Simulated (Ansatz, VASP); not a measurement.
# CoW3 in VASP and in Ansatz

```
Co W
1.0
     3.84303    0.00000    0.00000
     0.00000    3.84303    0.00000
     0.00000    0.00000    3.84303
Co W
1 3
Direct
  0.00000 0.00000 0.00000
  0.00000 0.50000 0.50000
  0.50000 0.00000 0.50000
  0.50000 0.50000 0.00000
```

Alike in both runs: task relaxation of cell and atoms; functional PBE; k mesh 4 × 4 × 4; occupations gaussian, width 0.1 eV; collinear spin.

|  | VASP | Ansatz |
| --- | --- | --- |
| version | VASP 6.6.1 | Ansatz 0.2.0 |
| potentials or method | VASP PAW PBE potentials, release 64 (Co, W_sv), cutoff 600 eV | scalar-relativistic, plane waves, PAW |
| valence electrons in the cell | 51 | 59 |

Ansatz gave:

* gap on the k mesh at the Fermi level, each at its own relaxed structure (eV): none
* net moment per atom (μB): 0.13
* size of the moment on the site where the two differ most (μB): 0.46
* relaxed volume (Å³/atom): 14.81
* relaxed length of the cell vector where the two differ most in proportion (Å): 3.898

Task: Estimate VASP's values.

Result: gap on the k mesh at the Fermi level, each at its own relaxed structure (eV): none; net moment per atom (μB): 0.12; size of the moment on the site where the two differ most (μB): 0.45; relaxed volume (Å³/atom): 14.85; relaxed length of the cell vector where the two differ most in proportion (Å): 3.901.

Site moments also hang on the region over which each program counts them. A gap of «none» marks a metal or a gap that the smearing closes. VASP's potentials hold 51 valence electrons a cell and Ansatz's 59, so a difference there can come from the potentials and not from the codes.

The k mesh is coarse, so the values compare programs but aren't converged. Neither program's run includes spin-orbit coupling.
